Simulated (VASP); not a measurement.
# F (C2/c) in VASP: further runs

The runs below take F through single point, relaxation of cell and atoms, with PBEsol.

Program: VASP 6.6.1. These are calculated values, not measurements. Logs are shortened: lines on timing, memory, paths and dates and some standing lists are left out, and cuts for length are marked.

**1. The cell of the first run**

Symmetry: C2/c, No. 15, monoclinic system. Conventional cell: a = 5.991 Å, b = 3.561 Å, c = 6.806 Å, α = 90.00°, β = 97.06°, γ = 90.00°. Within 1.9 Å of F (site symmetry 1) lie 1 F at 1.40 Å.

**2. Single point, PBEsol**

Contents of INCAR:

```
ALGO = Normal
EDIFF = 1E-6
ENCUT = 520
GGA = PS
ISIF = 2
ISMEAR = -1
LASPH = T
LCHARG = F
LREAL = F
LWAVE = F
NBANDS = 22
NELM = 60
PREC = Accurate
SIGMA = 0.05
```

Contents of KPOINTS:

```
k-points
0
Gamma
  6 6 3
```

Contents of POSCAR:

```
F
1.0
    2.9904154326     -1.7803105115      0.1722548513
    2.9904154326      1.7803105115      0.1722548513
   -1.2231336987      0.0000000000      6.6948962578
F
4
Direct
    0.9217777019      0.5857884117      0.0939778158
    0.4142115883      0.0782222981      0.4060221842
    0.0782222981      0.4142115883      0.9060221842
    0.5857884117      0.9217777019      0.5939778158
```

Potentials or basis: VASP PAW PBE potentials, release 64 (F).

Started as:

```bash
> cat potpaw_PBE.64/F/POTCAR > POTCAR
> mpirun -np 1 vasp_std > vasp.out
```

OUTCAR:

```text
EDIFF = 1E-6
   ENCUT = 520
   GGA = PS
   ISIF = 2
   ISMEAR = -1
   LASPH = T
   LREAL = F
   NELM = 60
   PREC = Accurate

 ion  position               nearest neighbor table
   1  0.922  0.586  0.094-   3 1.40
   2  0.414  0.078  0.406-   4 1.40
   3  0.078  0.414  0.906-   1 1.40
   4  0.586  0.922  0.594-   2 1.40

  LATTYP: Found a base centered monoclinic cell.
 ALAT       =     5.9907449264
 B/A-ratio  =     0.5943536349
 C/A-ratio  =     1.1360373926
 COS(beta)  =    -0.1228536308

  Lattice vectors:

 A1 = (   2.9904154326,  -1.7803105115,   0.1722548513)
 A2 = (   2.9904154326,   1.7803105115,   0.1722548513)
 A3 = (  -1.2231336987,   0.0000000000,   6.6948962578)

Analysis of symmetry for initial positions (statically):
=====================================================================
 Subroutine PRICEL returns:
 Original cell was already a primitive cell.

 Routine SETGRP: Setting up the symmetry group for a
 base centered monoclinic supercell.

 Subroutine GETGRP returns: Found  4 space group operations
 (whereof  2 operations were pure point group operations)
 out of a pool of  4 trial point group operations.

The static configuration has the point symmetry S_2 .
 The point group associated with its full space group is C_2h.

Analysis of symmetry for dynamics (positions and initial velocities):
=====================================================================
 Subroutine PRICEL returns:
 Original cell was already a primitive cell.

 Routine SETGRP: Setting up the symmetry group for a
 base centered monoclinic supercell.

 Subroutine GETGRP returns: Found  4 space group operations
 (whereof  2 operations were pure point group operations)
 out of a pool of  4 trial point group operations.

The dynamic configuration has the point symmetry S_2 .
 The point group associated with its full space group is C_2h.

 Subroutine INISYM returns: Found  4 space group operations
 (whereof  2 operations are pure point group operations),
 and found     1 'primitive' translations

----------------------------------------------------------------------------------------

                                     Primitive cell

  volume of cell :      72.0357

  direct lattice vectors                    reciprocal lattice vectors
     2.990415433 -1.780310511  0.172254851     0.165459596 -0.280849884  0.030228879
     2.990415433  1.780310511  0.172254851     0.165459596  0.280849884  0.030228879
    -1.223133699  0.000000000  6.694896258    -0.008514312  0.000000000  0.147811978

  length of vectors
     3.484503079  3.484503079  6.805710246     0.327364201  0.327364201  0.148056997

  position of ions in fractional coordinates (direct lattice)
     0.921777702  0.585788412  0.093977816
     0.414211588  0.078222298  0.406022184
     0.078222298  0.414211588  0.906022184
     0.585788412  0.921777702  0.593977816

  ion indices of the primitive-cell ions
   primitive index   ion index
                 1           1
                 2           2
                 3           3
                 4           4

----------------------------------------------------------------------------------------

 KPOINTS: k-points

Automatic generation of k-mesh.
 Grid dimensions read from file:
 generate k-points for:    6    6    3

 Generating k-lattice:

  Cartesian coordinates                     Fractional coordinates (reciprocal lattice)
     0.027576599 -0.046808314  0.005038146     0.166666667 -0.000000000  0.000000000
     0.027576599  0.046808314  0.005038146    -0.000000000  0.166666667  0.000000000
    -0.002838104  0.000000000  0.049270659     0.000000000  0.000000000  0.333333333

  Length of vectors
     0.054560700  0.054560700  0.049352332

  Shift w.r.t. Gamma in fractional coordinates (k-lattice)
     0.000000000  0.000000000  0.000000000

 Subroutine IBZKPT returns following result:
 ===========================================

 Found     34 irreducible k-points:

 Following reciprocal coordinates:
            Coordinates               Weight
  0.000000  0.000000  0.000000      1.000000
  0.166667  0.000000  0.000000      4.000000
  0.333333  0.000000 -0.000000      4.000000
  0.500000  0.000000  0.000000      2.000000
  0.166667  0.166667  0.000000      2.000000
  0.333333  0.166667  0.000000      4.000000
[... 16 lines left out ...]
 -0.333333  0.166667  0.333333      4.000000
 -0.166667  0.166667  0.333333      4.000000
 [... further k-points ...]
   k-points           NKPTS =     34   k-points in BZ     NKDIM =     34   number of bands    NBANDS=     22
   number of dos      NEDOS =    301   number of ions     NIONS =      4
   total plane-waves  NPLWV =  42336
   dimension x,y,z NGX =    28 NGY =   28 NGZ =   54
   dimension x,y,z NGXF=    56 NGYF=   56 NGZF=  108
   ions per type =               4
   NGX,Y,Z   is equivalent  to a cutoff of  13.36, 13.36, 13.19 a.u.
   NGXF,Y,Z  is equivalent  to a cutoff of  26.72, 26.72, 26.38 a.u.
[... 38 lines left out ...]
   IVDW    =     0    specifies the selected vdW correction
   LEPSILON=     F    determine dielectric tensor
   LRPA    =     F    only Hartree local field effects (RPA)
 non-spin polarized calculation
  energy-cutoff  :      520.00
  volume of cell :       72.04
 maximum number of plane-waves:      1967
 NGX is ok and might be reduce to    28
   NGX = 13   NGY = 13   NGZ = 25

 number of electron      28.0000001 magnetization

 Free energy of the ion-electron system (eV)
  ---------------------------------------------------
  ext. energy  EPLUGINS =         0.00000000
  ---------------------------------------------------
  free energy    TOTEN  =        -7.80087510 eV

  energy without entropy =       -7.80087510  energy(sigma->0) =       -7.80087510

 E-fermi :  -4.3837     XC(G=0):  -7.0470

 val. band max:       -5.6269980583   @ k =   0.5000   0.5000  -0.0000
 cond. band min:      -2.5462387113   @ k =   0.0000   0.0000   0.0000
 fundamental gap:      3.0807593470
 Fermi energy:        -4.3837121369

 k-point     1 :       0.0000    0.0000    0.0000
  band No.  band energies     occupation
      1     -30.6376      2.00000
      2     -30.5428      2.00000
      3     -24.0712      2.00000
      4     -23.7826      2.00000
      5     -12.2553      2.00000
      6     -11.6258      2.00000
[... 14 lines left out ...]
     21      14.4404      0.00000
     22      14.5808      0.00000

 k-point     2 :       0.1667    0.0000    0.0000
  band No.  band energies     occupation
      1     -30.6200      2.00000
      2     -30.5379      2.00000
      3     -24.0507      2.00000
      4     -23.8011      2.00000
      5     -12.2219      2.00000
      6     -11.6684      2.00000
[... 14 lines left out ...]
     21      13.1926      0.00000
     22      14.0296      0.00000

 k-point     3 :       0.3333    0.0000   -0.0000
  band No.  band energies     occupation
      1     -30.5804      2.00000
      2     -30.5328      2.00000
      3     -23.9960      2.00000
      4     -23.8522      2.00000
      5     -12.1205      2.00000
      6     -11.7907      2.00000
[... 14 lines left out ...]
     21      11.3392      0.00000
     22      11.9149      0.00000

 k-point     4 :       0.5000    0.0000    0.0000
  band No.  band energies     occupation
      1     -30.5470      2.00000
      2     -30.5440      2.00000
      3     -23.9273      2.00000
      4     -23.9190      2.00000
      5     -11.9664      2.00000
      6     -11.9568      2.00000
[... 14 lines left out ...]
     21       9.7780      0.00000
     22       9.9666      0.00000

 k-point     5 :       0.1667    0.1667    0.0000
  band No.  band energies     occupation
      1     -30.6250      2.00000
      2     -30.5342      2.00000
      3     -24.0591      2.00000
      4     -23.7824      2.00000
      5     -12.2340      2.00000
      6     -11.6329      2.00000
[... 417 lines left out ...]
 k-point    22 :       0.5000    0.1667    0.3333
  band No.  band energies     occupation
      1     -30.5540      2.00000
      2     -30.5381      2.00000
      3     -23.9430      2.00000
      4     -23.8933      2.00000
      5     -11.9925      2.00000
      6     -11.8804      2.00000
[... 14 lines left out ...]
     21      11.0709      0.00000
     22      11.6159      0.00000

 k-point    23 :      -0.3333    0.1667    0.3333
  band No.  band energies     occupation
      1     -30.5484      2.00000
      2     -30.5425      2.00000
      3     -23.9319      2.00000
      4     -23.9149      2.00000
      5     -11.9641      2.00000
      6     -11.9216      2.00000
[... 14 lines left out ...]
     21      10.4260      0.00000
     22      12.2582      0.00000

 k-point    24 :      -0.1667    0.1667    0.3333
  band No.  band energies     occupation
      1     -30.5750      2.00000
      2     -30.5492      2.00000
      3     -23.9663      2.00000
      4     -23.8885      2.00000
      5     -12.0419      2.00000
      6     -11.8589      2.00000
[... 14 lines left out ...]
     21      11.2858      0.00000
     22      11.7054      0.00000

 [... further k-points ...]
[... 5 lines left out ...]
  --------------------------------------------------------------------------------------
  -------------------------------------------------------------------------------------
  Total       -0.1968375     -0.0157584      0.7637651      0.0000000      0.0000000     -0.1299879
  in kB       -4.3779494     -0.3504895     16.9872370      0.0000000      0.0000000     -2.8911190
  external PRESSURE =       4.0862660 kB  Pullay stress =       0.0000000 kB

 VOLUME and BASIS-vectors are now :
 -----------------------------------------------------------------------------
  energy-cutoff  :      520.00
  volume of cell :       72.04
      direct lattice vectors                 reciprocal lattice vectors
     2.990415433 -1.780310511  0.172254851     0.165459596 -0.280849884  0.030228879
     2.990415433  1.780310511  0.172254851     0.165459596  0.280849884  0.030228879
    -1.223133699  0.000000000  6.694896258    -0.008514312  0.000000000  0.147811978

 POSITION                                       TOTAL-FORCE (eV/Angst)
 -----------------------------------------------------------------------------------
      4.39330     -0.59817      0.88886        -0.057342      0.178233      0.388832
      0.97596     -0.59817      2.80310         0.057342      0.178233     -0.388832
      0.36440      0.59817      6.15055         0.057342     -0.178233     -0.388832
      3.78173      0.59817      4.23631        -0.057342     -0.178233      0.388832
 -----------------------------------------------------------------------------------
    total drift:                                0.000000      0.000000     -0.000000

  FREE ENERGIE OF THE ION-ELECTRON SYSTEM (eV)
  ---------------------------------------------------
  free  energy   TOTEN  =        -7.8008751016 eV

  energy  without entropy=       -7.8008751016  energy(sigma->0) =       -7.80087510
```

Run time: 28 s. Hardware: 1 thread of AMD EPYC 9R45 (Zen 5), shared host; peak memory 0.16 GiB.

What came out:

```
Free energy            : -7.8009 eV
Pressure               : 0.4 GPa
Largest force          : 0.432 eV/Å
Band gap on the k mesh : 3.08 eV
```

Forces on the atoms (eV/Å):
```
F   -0.057  0.178  0.389
F    0.057  0.178 -0.389
F    0.057 -0.178 -0.389
F   -0.057 -0.178  0.389
```

Levels at points of the mesh, in eV from the valence-band top:
```csv
k point,band 12,band 13,band 14,band 15,band 16,band 17
"(0.00, 0.00, 0.00)",-0.08,-0.06,0.00,3.08,3.84,8.84
"(0.50, 0.00, 0.00)",-0.23,-0.12,-0.08,3.53,3.54,12.82
"(0.50, 0.50, 0.00)",-0.39,-0.09,0.00,3.25,3.80,12.54
```

Caveat: this functional lacks dispersion, which holds the molecules together, so the pressure and a relaxed volume are unreliable; the PAW data sets were made with another functional, which shifts forces and pressure a little. A k mesh can miss the band edges.

**3. Single point, PBEsol (15.85 Å³/atom)**

This run uses another cell than the first one, of 15.85 Å³/atom.

Contents of INCAR:

```
SYSTEM = F
PREC     = Accurate       ! precision mode
ENCUT    = 520            ! plane-wave cutoff, eV
EDIFF    = 1E-6           ! SCF threshold, eV
ISMEAR   = -1             ! smearing method
SIGMA    = 0.05           ! smearing width, eV
LREAL    = .FALSE.        ! projectors in reciprocal space
LASPH    = .TRUE.         ! aspherical terms in the spheres
NELM     = 60             ! most SCF steps
ALGO     = Normal         ! electronic algorithm
ISIF     = 2              ! what is computed and relaxed
LWAVE    = .FALSE.        ! write WAVECAR
LCHARG   = .FALSE.        ! write CHGCAR
GGA      = PS             ! functional
NBANDS   = 22             ! bands
```

Contents of KPOINTS:

```
regular mesh
0
G
  9 9 4
  0 0 0
```

Contents of POSCAR:

```
F
1.0
    2.8656671769     -1.7060430273      0.1650690630
    2.8656671769      1.7060430273      0.1650690630
   -1.1721094184      0.0000000000      6.4156117742
F
4
Direct
    0.9217777019      0.5857884117      0.0939778158
    0.4142115883      0.0782222981      0.4060221842
    0.0782222981      0.4142115883      0.9060221842
    0.5857884117      0.9217777019      0.5939778158
```

Potentials or basis: VASP PAW PBE potentials, release 64 (F).

Started as:

```bash
> cat potpaw_PBE.64/F/POTCAR > POTCAR
> mpirun -np 1 vasp_std > vasp.out
```

It took 72 s on 1 thread of AMD EPYC 9R45 (Zen 5), shared host; peak memory 0.2 GiB.

Results (log left out):

```
Free energy            : -7.5873 eV
Pressure               : 7.1 GPa
Largest force          : 3.164 eV/Å
Band gap on the k mesh : 3.78 eV
```

Forces in eV/Å, atoms in the order of the input:
```
F   -0.417  1.332  2.840
F    0.417  1.332 -2.840
F    0.417 -1.332 -2.840
F   -0.417 -1.332  2.840
```

Stress tensor (GPa, compression positive):
```
-0.01  0.00 -2.62
 0.00  3.62  0.00
-2.62  0.00 17.68
```

Levels at points of the mesh, in eV from the valence-band top:
```
           k point  band 12  band 13  band 14  band 15  band 16  band 17
(0.00, 0.00, 0.00)    -0.10    -0.07     0.00     3.78     4.72     8.86
(0.00, 0.00, 0.50)    -0.26    -0.06    -0.06     4.20     4.20     9.85
```

Caveat: the stress differs along the axes, from -0 to 18 GPa; this functional lacks dispersion, which holds the molecules together, so the pressure and a relaxed volume are unreliable; the PAW data sets were made with another functional, which shifts forces and pressure a little.

**4. Relaxation of cell and atoms, PBEsol**

This run uses another cell than the first one, of 16.05 Å³/atom.

Contents of INCAR:

```
SYSTEM = F
  PREC = Accurate
  ENCUT = 600
  EDIFF = 1E-6
  ISMEAR = -1
  SIGMA = 0.05
  LREAL = .False.
  LASPH = .True.
  NELM = 80
  ALGO = Normal
  ISIF = 3
  LWAVE = .False.
  LCHARG = .False.
  GGA = PS
  IBRION = 2
  NSW = 80
  EDIFFG = -0.01
```

Contents of KPOINTS:

```
regular mesh
0
Gamma
  6 6 3
  0 0 0
```

Contents of POSCAR:

```
F
1.0
    2.7500000000     -1.6400000000      0.0000000000
    2.7500000000      1.6400000000      0.0000000000
   -1.5347200000      0.0000000000      7.1163900000
F
4
Direct
    0.9680000000      0.6020000000      0.0997000000
    0.3980000000      0.0320000000      0.4003000000
    0.0320000000      0.3980000000      0.9003000000
    0.6020000000      0.9680000000      0.5997000000
```

Started as:

```bash
> cat potpaw_PBE.64/F/POTCAR > POTCAR
> mpirun -np 1 vasp_std > vasp.out
```

It took 14 min on 1 thread of AMD EPYC 9R45 (Zen 5), shared host; peak memory 0.18 GiB.

It converged, with:

```
Free energy                           : -7.8140 eV
Relaxed volume                        : 15.45 Å³/atom
Relaxed cell                          : a = 3.285 Å, b = 3.285 Å, c = 6.619 Å, α = 95.75°, β = 95.75°, γ = 60.60°
Space group after relaxing (to 0.1 Å) : C2/c (No. 15)
Pressure after relaxing               : 0.0 GPa
Largest force after relaxing          : 0.003 eV/Å
Band gap on the k mesh                : 2.77 eV
```

Forces in eV/Å, atoms in the order of the input:
```
F   -0.002  0.002  0.001
F    0.002  0.002 -0.001
F    0.002 -0.002 -0.001
F   -0.002 -0.002  0.001
```

Final structure:
```
CELL_PARAMETERS angstrom
2.83038 -1.65730 0.17671
2.83038 1.65730 0.17671
-1.17678 0.00000 6.51405
ATOMIC_POSITIONS crystal
F 0.91736 0.59011 0.09804
F 0.40989 0.08264 0.40196
F 0.08264 0.40989 0.90196
F 0.59011 0.91736 0.59804
```

Levels at points of the mesh, in eV from the valence-band top:
```tsv
k point	band 11	band 12	band 13	band 14	band 15	band 16	band 17	band 18
(0.00, 0.00, 0.00)	-0.45	-0.12	-0.09	0.00	2.77	3.72	9.27	11.85
(0.50, 0.00, 0.00)	-0.42	-0.37	-0.18	-0.12	3.35	3.36	13.69	13.71
(0.50, 0.50, 0.00)	-0.70	-0.53	-0.15	-0.03	2.97	3.67	13.35	14.80
```

Caveat: the PAW data sets were made with another functional, which shifts forces and pressure a little.

**5. Single point, PBEsol (16.57 Å³/atom)**

This run uses another cell than the first one, of 16.57 Å³/atom.

Contents of INCAR:

```
PREC     = Accurate       # precision mode
ENCUT    = 520            # plane-wave cutoff, eV
EDIFF    = 1E-7           # SCF threshold, eV
ISMEAR   = -1             # smearing method
SIGMA    = 0.05           # smearing width, eV
LREAL    = F              # projectors in reciprocal space
LASPH    = T              # aspherical terms in the spheres
NELM     = 60             # most SCF steps
ALGO     = Normal         # electronic algorithm
ISIF     = 2              # what is computed and relaxed
LWAVE    = F              # write WAVECAR
LCHARG   = T              # write CHGCAR
GGA      = PS             # functional
LELF     = T              # ELF
LVHAR    = T            
NBANDS   = 22             # bands
```

Contents of KPOINTS:

```
regular mesh
0
Gamma
  9 9 4
```

Contents of POSCAR:

```
F
1.0
    2.9084446355     -1.7315101107      0.1675331436
    2.9084446355      1.7315101107      0.1675331436
   -1.1896061683      0.0000000000      6.5113812931
F
4
Direct
    0.9217777019      0.5857884117      0.0939778158
    0.4142115883      0.0782222981      0.4060221842
    0.0782222981      0.4142115883      0.9060221842
    0.5857884117      0.9217777019      0.5939778158
```

Started as:

```bash
> cat potpaw_PBE.64/F/POTCAR > POTCAR
> mpirun -np 1 vasp_std > vasp.out
```

It took 65 s on 1 thread of AMD EPYC 9R45 (Zen 5), shared host; peak memory 0.2 GiB.

The run converged. Its results:

| Quantity | Value |
| --- | --- |
| Free energy | -7.7003 eV |
| Pressure | 4.4 GPa |
| Largest force | 2.119 eV/Å |
| Band gap on the k mesh | 3.52 eV |

Forces in eV/Å, atoms in the order of the input:
```
F   -0.279  0.890  1.903
F    0.279  0.890 -1.903
F    0.279 -0.890 -1.903
F   -0.279 -0.890  1.903
```

Stress tensor (GPa, compression positive):
```
-0.19  0.00 -1.68
 0.00  2.13  0.00
-1.68  0.00 11.25
```

Levels at points of the mesh, in eV from the valence-band top:
```tsv
k point	band 11	band 12	band 13	band 14	band 15	band 16	band 17	band 18
(0.00, 0.00, 0.00)	-0.39	-0.10	-0.07	0.00	3.52	4.40	8.85	11.45
(0.00, 0.00, 0.50)	-0.24	-0.24	-0.05	-0.05	3.92	3.92	9.81	9.81
```

Caveat: the stress differs along the axes, from -0 to 11 GPa; this functional lacks dispersion, which holds the molecules together, so the pressure and a relaxed volume are unreliable; the PAW data sets were made with another functional, which shifts forces and pressure a little. A k mesh can miss the band edges.

**6. Overview**

| task | cell | k mesh | cutoff (eV) | gap on the mesh (eV) | pressure (GPa) | largest force (eV/Å) |
| --- | --- | --- | --- | --- | --- | --- |
| single point | a = 3.485, b = 3.485, c = 6.806 Å, angles 96.1, 96.1, 61.5°, 4 atoms, atomic positions A | 6 × 6 × 3 | 520 | 3.08 | 0.4 | 0.43 |
| single point | a = 3.339, b = 3.339, c = 6.522 Å, angles 96.1, 96.1, 61.5°, 4 atoms, atomic positions A | 9 × 9 × 4 | 520 | 3.78 | 7.1 | 3.16 |
| relaxation of cell and atoms | relaxed from a = 3.202, b = 3.202, c = 7.280 Å, angles 100.4, 100.4, 61.6°, 4 atoms, atomic positions B | 6 × 6 × 3 | 600 | 2.77 | 0.0 | - |
| single point | a = 3.389, b = 3.389, c = 6.619 Å, angles 96.1, 96.1, 61.5°, 4 atoms, atomic positions A | 9 × 9 × 4 | 520 | 3.52 | 4.4 | 2.12 |

Alike in all rows: level PBEsol; potentials or basis VASP PAW PBE potentials, release 64 (F); no spin polarisation; smearing fermi-dirac 0.05 eV.

Caveats: the PAW data sets were made with another functional, which shifts forces and pressure a little; this functional lacks dispersion, which holds the molecules together, so the pressure and a relaxed volume are unreliable (at least some runs); the stress differs along the axes, from -0 to 18 GPa (at least some runs); the stress differs along the axes, from -0 to 11 GPa (at least some runs).

Absolute energies hang on the potentials; compare differences alone.
